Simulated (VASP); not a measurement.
# KF (Carobbiite) (Fm-3m) in VASP: a series of runs

Runs on KF (Carobbiite). Level: r2SCAN. Tasks: single point.

Everything below comes from runs of VASP 6.6.1. Logs are shortened: lines on timing, memory, paths and dates and some standing lists are left out, and cuts for length are marked.

## (1) The cell of the first run

The structure is cubic, space group Fm-3m (No. 225). Conventional cell: a = 5.318 Å, b = 5.318 Å, c = 5.318 Å, α = 90.00°, β = 90.00°, γ = 90.00°. Within 3.5 Å of K (site symmetry m-3m) lie 6 F at 2.66 Å. F (site symmetry m-3m) has 6 K at 2.66 Å within 3.5 Å.

## (2) Single point, r2SCAN

POSCAR reads:

```
KF
1.0
    0.0000000000      2.6590552800      2.6590552800
    2.6590552800      0.0000000000      2.6590552800
    2.6590552800      2.6590552800      0.0000000000
K F
1 1
Direct
    0.0000000000      0.0000000000      0.0000000000
    0.5000000000      0.5000000000      0.5000000000
```

INCAR.step1 reads:

```
SYSTEM = KF
PREC = Accurate
ENCUT = 520
ISMEAR = -1
SIGMA = 0.02
LREAL = .False.
LASPH = .True.
NELM = 80
NBANDS = 15
GGA = PE
ALGO = Normal
EDIFF = 1E-4
LWAVE = .True.
LCHARG = .False.
```

INCAR.step2 reads:

```
SYSTEM = KF
PREC = Accurate
ENCUT = 520
EDIFF = 1E-6
ISMEAR = -1
SIGMA = 0.02
LREAL = .False.
LASPH = .True.
NELM = 80
ALGO = Normal
ISIF = 2
LWAVE = .False.
LCHARG = .False.
METAGGA = R2SCAN
LMIXTAU = .True.
NBANDS = 15
ISTART = 1
```

KPOINTS reads:

```
regular mesh
0
Gamma
  10 10 10
  0 0 0
```

Potentials or basis: VASP PAW PBE potentials, release 64 (K_sv, F).

On the command line:

```
$ cat potpaw_PBE.64/K_sv/POTCAR potpaw_PBE.64/F/POTCAR > POTCAR
$ cp INCAR.step1 INCAR
$ mpirun -np 1 vasp_std > vasp.out
$ cp INCAR.step2 INCAR
$ mpirun -np 1 vasp_std > vasp.out
```

OUTCAR:

```text
SYSTEM = KF
   PREC = Accurate
   ENCUT = 520
   EDIFF = 1E-6
   ISMEAR = -1
   LREAL = .False.
   LASPH = .True.
   NELM = 80
   ISIF = 2
   METAGGA = R2SCAN
   ISTART = 1

 ion  position               nearest neighbor table
   1  0.000  0.000  0.000-   2 2.66   2 2.66   2 2.66   2 2.66   2 2.66   2 2.66
   2  0.500  0.500  0.500-   1 2.66   1 2.66   1 2.66   1 2.66   1 2.66   1 2.66

  LATTYP: Found a face centered cubic cell.
 ALAT       =     5.3181105600

  Lattice vectors:

 A1 = (   0.0000000000,   2.6590552800,   2.6590552800)
 A2 = (   2.6590552800,   0.0000000000,   2.6590552800)
 A3 = (   2.6590552800,   2.6590552800,   0.0000000000)

Analysis of symmetry for initial positions (statically):
=====================================================================
 Subroutine PRICEL returns:
 Original cell was already a primitive cell.

 Routine SETGRP: Setting up the symmetry group for a
 face centered cubic supercell.

 Subroutine GETGRP returns: Found 48 space group operations
 (whereof 48 operations were pure point group operations)
 out of a pool of 48 trial point group operations.

The static configuration has the point symmetry O_h .

Analysis of symmetry for dynamics (positions and initial velocities):
=====================================================================
 Subroutine PRICEL returns:
 Original cell was already a primitive cell.

 Routine SETGRP: Setting up the symmetry group for a
 face centered cubic supercell.

 Subroutine GETGRP returns: Found 48 space group operations
 (whereof 48 operations were pure point group operations)
 out of a pool of 48 trial point group operations.

The dynamic configuration has the point symmetry O_h .

 Subroutine INISYM returns: Found 48 space group operations
 (whereof 48 operations are pure point group operations),
 and found     1 'primitive' translations

----------------------------------------------------------------------------------------

                                     Primitive cell

  volume of cell :      37.6021

  direct lattice vectors                    reciprocal lattice vectors
     0.000000000  2.659055280  2.659055280    -0.188036708  0.188036708  0.188036708
     2.659055280  0.000000000  2.659055280     0.188036708 -0.188036708  0.188036708
     2.659055280  2.659055280  0.000000000     0.188036708  0.188036708 -0.188036708

  length of vectors
     3.760472040  3.760472040  3.760472040     0.325689131  0.325689131  0.325689131

[... 84 lines left out ...]
   IBRION =     -1    ionic relax: 0-MD 1-quasi-New 2-CG
   NFREE  =      0    steps in history (QN), initial steepest desc. (CG)
   ISIF   =      2    stress and relaxation
   ISYM   =      2    0-nonsym 1-usesym 2-fastsym
   POTIM  = 0.5000    time-step for ionic-motion
   TEBEG  =    0.0;   TEEND  =   0.0 temperature during run
   PSTRESS=    0.0 pullay stress
   NELECT =      16.0000    total number of electrons
   NUPDOWN=      -1.0000    fix difference up-down
   EMIN   =  10.00;   EMAX   =-10.00  energy-range for DOS
   EFERMI =   0.00;   METHOD = LEGACY
   ISMEAR =    -1;   SIGMA  =   0.02  broadening in eV -4-tet -1-fermi 0-gaus
   EFERMI_NEDOS =   21; number of points for ismear=-14 and -15
   IALGO  =     38    algorithm
   IMIX   =      4    mixing-type and parameters
     AMIX     =   0.40;   BMIX     =  1.00
     AMIX_MAG =   1.60;   BMIX_MAG =  1.00
  volume/ion in A,a.u.               =      18.80       126.88
  Fermi-wavevector in a.u.,A,eV,Ry     =   1.231339  2.326892 20.629079  1.516195
  Thomas-Fermi vector in A             =   2.366152
   LORBIT       =      0    0 simple, 1 ext, 2 COOP (PROOUT), +10 PAW based schemes
   METAGGA = R2SCAN    functional components
   LHFCALC =     F    Hartree Fock is set to
   AEXX    =    0.0000 exact exchange contribution
   IVDW    =     0    specifies the selected vdW correction
   LEPSILON=     F    determine dielectric tensor
   LRPA    =     F    only Hartree local field effects (RPA)
 non-spin polarized calculation
  energy-cutoff  :      520.00
  volume of cell :       37.60
 maximum number of plane-waves:      1031
   NGX = 13   NGY = 13   NGZ = 13

 number of electron      16.0000010 magnetization

 Free energy of the ion-electron system (eV)
  ---------------------------------------------------
  ext. energy  EPLUGINS =         0.00000000
  ---------------------------------------------------
  free energy    TOTEN  =       -14.97292705 eV

  energy without entropy =      -14.97292705  energy(sigma->0) =      -14.97292705

 E-fermi :  -2.8281     XC(G=0):  -8.9712

 val. band max:       -3.3122716006   @ k =   0.0000   0.0000   0.0000
 cond. band min:       3.5948722798   @ k =   0.0000   0.0000   0.0000
 fundamental gap:      6.9071438804
 Fermi energy:        -2.8280871233

 k-point     1 :       0.0000    0.0000    0.0000
  band No.  band energies     occupation
      1     -30.3955      2.00000
      2     -23.1088      2.00000
      3     -12.8703      2.00000
      4     -12.8703      2.00000
      5     -12.8703      2.00000
      6      -3.3123      2.00000
      7      -3.3123      2.00000
      8      -3.3123      2.00000
      9       3.5949      0.00000
     10       8.1800      0.00000
     11       8.1800      0.00000
     12       8.1800      0.00000
     13      10.0613      0.00000
     14      10.0613      0.00000
[... 401 lines left out ...]
      2     -23.1510      2.00000
      3     -13.2395      2.00000
      4     -13.0451      2.00000
      5     -13.0330      2.00000
      6      -3.7131      2.00000
      7      -3.4135      2.00000
      8      -3.3925      2.00000
      9       5.9784      0.00000
     10       6.7810      0.00000
     11       9.7019      0.00000
     12      10.6521      0.00000
     13      11.1419      0.00000
     14      11.3130      0.00000
     15      15.2253      0.00000

 [... further k-points ...]
[... 5 lines left out ...]
  --------------------------------------------------------------------------------------
  -------------------------------------------------------------------------------------
  Total       -0.0086053     -0.0086053     -0.0086053      0.0000000      0.0000000     -0.0000000
  in kB       -0.3666613     -0.3666613     -0.3666613      0.0000000      0.0000000     -0.0000000
  external PRESSURE =      -0.3666613 kB  Pullay stress =       0.0000000 kB

 VOLUME and BASIS-vectors are now :
 -----------------------------------------------------------------------------
  energy-cutoff  :      520.00
  volume of cell :       37.60
      direct lattice vectors                 reciprocal lattice vectors
     0.000000000  2.659055280  2.659055280    -0.188036708  0.188036708  0.188036708
     2.659055280  0.000000000  2.659055280     0.188036708 -0.188036708  0.188036708
     2.659055280  2.659055280  0.000000000     0.188036708  0.188036708 -0.188036708

 POSITION                                       TOTAL-FORCE (eV/Angst)
 -----------------------------------------------------------------------------------
      0.00000      0.00000      0.00000        -0.000000     -0.000000     -0.000000
      2.65906      2.65906      2.65906         0.000000      0.000000      0.000000
 -----------------------------------------------------------------------------------
    total drift:                                0.000000      0.000000      0.000000

  FREE ENERGIE OF THE ION-ELECTRON SYSTEM (eV)
  ---------------------------------------------------
  free  energy   TOTEN  =       -14.9729270520 eV

  energy  without entropy=      -14.9729270520  energy(sigma->0) =      -14.97292705
```

OUTCAR.step1:

```text
SYSTEM = KF
   PREC = Accurate
   ENCUT = 520
   ISMEAR = -1
   LREAL = .False.
   LASPH = .True.
[... 652 lines left out ...]
      0.00000      0.00000      0.00000         0.000000      0.000000      0.000000
      2.65906      2.65906      2.65906        -0.000000     -0.000000     -0.000000
 -----------------------------------------------------------------------------------
    total drift:                                0.000000      0.000000      0.000000

  FREE ENERGIE OF THE ION-ELECTRON SYSTEM (eV)
  ---------------------------------------------------
  free  energy   TOTEN  =        -8.2836497733 eV

  energy  without entropy=       -8.2836497733  energy(sigma->0) =       -8.28364977
```

OSZICAR.step1:

```text
N       E                     dE             d eps       ncg     rms          rms(c)
DAV:   1     0.108305959724E+03    0.10831E+03   -0.83024E+03  1410   0.104E+03
DAV:   2    -0.519006479394E+01   -0.11350E+03   -0.10454E+03  1802   0.281E+02
DAV:   3    -0.943711211016E+01   -0.42470E+01   -0.42311E+01  1848   0.487E+01
DAV:   4    -0.954111716451E+01   -0.10401E+00   -0.10400E+00  1871   0.737E+00
DAV:   5    -0.954326157737E+01   -0.21444E-02   -0.21444E-02  1941   0.821E-01    0.635E+00
DAV:   6    -0.831351671141E+01    0.12297E+01   -0.34787E+00  1501   0.149E+01    0.411E+00
DAV:   7    -0.828511264971E+01    0.28404E-01   -0.66079E-02  1774   0.223E+00    0.231E+00
DAV:   8    -0.828142110381E+01    0.36915E-02   -0.50337E-02  1543   0.222E+00    0.193E-01
DAV:   9    -0.828297128313E+01   -0.15502E-02   -0.38469E-03  1851   0.515E-01    0.124E-01
DAV:  10    -0.828352770456E+01   -0.55642E-03   -0.47044E-04  1466   0.189E-01    0.604E-02
DAV:  11    -0.828365125568E+01   -0.12355E-03   -0.12508E-04  1468   0.946E-02    0.197E-02
DAV:  12    -0.828364977326E+01    0.14824E-05   -0.11423E-05  1062   0.364E-02
   1 F= -.82836498E+01 E0= -.82836498E+01  d E =-.158586E-11
```

Wall time 65 s (1 thread of Intel Xeon 6975P-C (Granite Rapids), shared host); peak memory 0.17 GiB.

Results:

| Property | Result |
| --- | --- |
| Free energy | -14.9729 eV |
| Pressure | 0.0 GPa |
| Band gap on the k mesh | 6.91 eV, direct |

Levels at points of the mesh, in eV from the valence-band top:
```
           k point  band 4  band 5  band 6  band 7  band 8  band 9  band 10  band 11  band 12  band 13
(0.00, 0.00, 0.00)   -9.56   -9.56    0.00    0.00    0.00    6.91    11.49    11.49    11.49    13.37
(0.50, 0.00, 0.00)   -9.59   -9.59   -0.78   -0.35   -0.35    9.74    11.36    12.99    12.99    15.38
(0.50, 0.50, 0.00)   -9.78   -9.78   -0.20   -0.05   -0.05    8.78    11.31    12.54    14.71    15.22
```

Caveat: the PAW data sets were made with another functional, which shifts forces and pressure a little. r2SCAN opens gaps a little over a GGA but as a rule still falls short of measured ones.

## (3) Single point, r2SCAN

This run uses another cell than the first one, of 19.18 Å³/atom, 1.020 times its volume.

POSCAR reads:

```
KF
1.0
    0.0000000000      2.6766654300      2.6766654300
    2.6766654300      0.0000000000      2.6766654300
    2.6766654300      2.6766654300      0.0000000000
K F
1 1
Direct
    0.0000000000      0.0000000000      0.0000000000
    0.5000000000      0.5000000000      0.5000000000
```

INCAR.step1 reads:

```
SYSTEM = KF
PREC = Accurate ; ENCUT = 520
ISMEAR = -1 ; SIGMA = 0.02
LREAL = .False. ; LASPH = .True.
NELM = 100 ; NBANDS = 15
GGA = PE ; ALGO = Normal
EDIFF = 1E-4 ; LWAVE = .True.
LCHARG = .False.
```

INCAR.step2 reads:

```
SYSTEM = KF
PREC = Accurate ; ENCUT = 520
EDIFF = 1E-6 ; ISMEAR = -1
SIGMA = 0.02 ; LREAL = .False.
LASPH = .True. ; NELM = 100
ALGO = Normal ; ISIF = 2
LWAVE = .False. ; LCHARG = .True.
METAGGA = R2SCAN ; LMIXTAU = .True.
LELF = .True. ; LVHAR = .True.
NBANDS = 15 ; ISTART = 1
```

KPOINTS is that of step 2.

Potentials or basis: VASP PAW PBE potentials, release 64 (K_sv, F).

On the command line:

```
$ cat potpaw_PBE.64/K_sv/POTCAR potpaw_PBE.64/F/POTCAR > POTCAR
$ cp INCAR.step1 INCAR
$ mpirun -np 1 vasp_std > vasp.out
$ cp INCAR.step2 INCAR
$ mpirun -np 1 vasp_std > vasp.out
```

OUTCAR:

```text
SYSTEM = KF
   PREC = Accurate
   ENCUT = 520
   EDIFF = 1E-6
   ISMEAR = -1
   LREAL = .False.
   LASPH = .True.
   NELM = 100
   ISIF = 2
   METAGGA = R2SCAN
   ISTART = 1

 ion  position               nearest neighbor table
   1  0.000  0.000  0.000-   2 2.68   2 2.68   2 2.68   2 2.68   2 2.68   2 2.68
   2  0.500  0.500  0.500-   1 2.68   1 2.68   1 2.68   1 2.68   1 2.68   1 2.68

  LATTYP: Found a face centered cubic cell.
 ALAT       =     5.3533308600

  Lattice vectors:

 A1 = (   0.0000000000,   2.6766654300,   2.6766654300)
 A2 = (   2.6766654300,   0.0000000000,   2.6766654300)
 A3 = (   2.6766654300,   2.6766654300,   0.0000000000)

Analysis of symmetry for initial positions (statically):
=====================================================================
 Subroutine PRICEL returns:
 Original cell was already a primitive cell.

 Routine SETGRP: Setting up the symmetry group for a
 face centered cubic supercell.

 Subroutine GETGRP returns: Found 48 space group operations
 (whereof 48 operations were pure point group operations)
 out of a pool of 48 trial point group operations.

The static configuration has the point symmetry O_h .

Analysis of symmetry for dynamics (positions and initial velocities):
=====================================================================
 Subroutine PRICEL returns:
 Original cell was already a primitive cell.

 Routine SETGRP: Setting up the symmetry group for a
 face centered cubic supercell.

 Subroutine GETGRP returns: Found 48 space group operations
 (whereof 48 operations were pure point group operations)
 out of a pool of 48 trial point group operations.

The dynamic configuration has the point symmetry O_h .

 Subroutine INISYM returns: Found 48 space group operations
 (whereof 48 operations are pure point group operations),
 and found     1 'primitive' translations

----------------------------------------------------------------------------------------

                                     Primitive cell
[... 114 lines left out ...]
  Thomas-Fermi vector in A             =   2.358355
   LORBIT       =      0    0 simple, 1 ext, 2 COOP (PROOUT), +10 PAW based schemes
   METAGGA = R2SCAN    functional components
   LHFCALC =     F    Hartree Fock is set to
   AEXX    =    0.0000 exact exchange contribution
   IVDW    =     0    specifies the selected vdW correction
   LEPSILON=     F    determine dielectric tensor
   LRPA    =     F    only Hartree local field effects (RPA)
 non-spin polarized calculation
  energy-cutoff  :      520.00
  volume of cell :       38.35
 maximum number of plane-waves:      1056
   NGX = 15   NGY = 15   NGZ = 15

 number of electron      15.9999999 magnetization

 Free energy of the ion-electron system (eV)
  ---------------------------------------------------
  ext. energy  EPLUGINS =         0.00000000
  ---------------------------------------------------
  free energy    TOTEN  =       -14.97224977 eV

  energy without entropy =      -14.97224977  energy(sigma->0) =      -14.97224977

 E-fermi :  -2.8913     XC(G=0):  -8.8714

 val. band max:       -3.3633496121   @ k =   0.0000   0.0000   0.0000
 cond. band min:       3.4373806875   @ k =   0.0000   0.0000   0.0000
 fundamental gap:      6.8007302996
 Fermi energy:        -2.8913420005

 k-point     1 :       0.0000    0.0000    0.0000
  band No.  band energies     occupation
      1     -30.5024      2.00000
      2     -23.1509      2.00000
      3     -12.9919      2.00000
      4     -12.9919      2.00000
      5     -12.9919      2.00000
      6      -3.3634      2.00000
      7      -3.3633      2.00000
      8      -3.3633      2.00000
      9       3.4374      0.00000
     10       8.0746      0.00000
     11       8.0746      0.00000
     12       8.0746      0.00000
     13       9.9281      0.00000
     14       9.9281      0.00000
[... 401 lines left out ...]
      2     -23.1862      2.00000
      3     -13.3397      2.00000
      4     -13.1562      2.00000
      5     -13.1446      2.00000
      6      -3.7597      2.00000
      7      -3.4652      2.00000
      8      -3.4447      2.00000
      9       5.9010      0.00000
     10       6.5955      0.00000
     11       9.5327      0.00000
     12      10.4948      0.00000
     13      10.9651      0.00000
     14      11.1538      0.00000
     15      14.9292      0.00000

 [... further k-points ...]
[... 5 lines left out ...]
  --------------------------------------------------------------------------------------
  -------------------------------------------------------------------------------------
  Total       -0.1685513     -0.1685513     -0.1685513     -0.0000000      0.0000000      0.0000000
  in kB       -7.0409380     -7.0409380     -7.0409380     -0.0000000      0.0000000      0.0000000
  external PRESSURE =      -7.0409380 kB  Pullay stress =       0.0000000 kB

 VOLUME and BASIS-vectors are now :
 -----------------------------------------------------------------------------
  energy-cutoff  :      520.00
  volume of cell :       38.35
      direct lattice vectors                 reciprocal lattice vectors
     0.000000000  2.676665430  2.676665430    -0.186799588  0.186799588  0.186799588
     2.676665430  0.000000000  2.676665430     0.186799588 -0.186799588  0.186799588
     2.676665430  2.676665430  0.000000000     0.186799588  0.186799588 -0.186799588

 POSITION                                       TOTAL-FORCE (eV/Angst)
 -----------------------------------------------------------------------------------
      0.00000      0.00000      0.00000         0.000000     -0.000000     -0.000000
      2.67667      2.67667      2.67667        -0.000000      0.000000      0.000000
 -----------------------------------------------------------------------------------
    total drift:                                0.000000      0.000000      0.000000

  FREE ENERGIE OF THE ION-ELECTRON SYSTEM (eV)
  ---------------------------------------------------
  free  energy   TOTEN  =       -14.9722497707 eV

  energy  without entropy=      -14.9722497707  energy(sigma->0) =      -14.97224977
```

Run time: 58 s. Hardware: 1 thread of Intel Xeon 6975P-C (Granite Rapids), shared host; peak memory 0.17 GiB.

What came out:

```
Free energy            : -14.9722 eV
Pressure               : -0.7 GPa
Band gap on the k mesh : 6.80 eV, direct
```

Levels at points of the mesh, in eV from the valence-band top:
```
           k point  band 4  band 5  band 6  band 7  band 8  band 9  band 10  band 11  band 12  band 13
(0.00, 0.00, 0.00)   -9.63   -9.63    0.00    0.00    0.00    6.80    11.44    11.44    11.44    13.29
(0.50, 0.00, 0.00)   -9.66   -9.66   -0.76   -0.33   -0.33    9.66    11.20    12.90    12.90    15.25
(0.50, 0.50, 0.00)   -9.83   -9.83   -0.21   -0.05   -0.05    8.76    11.19    12.38    14.60    15.09
```

Caveat: the PAW data sets were made with another functional, which shifts forces and pressure a little.

(Continued in part 2 of 2.)
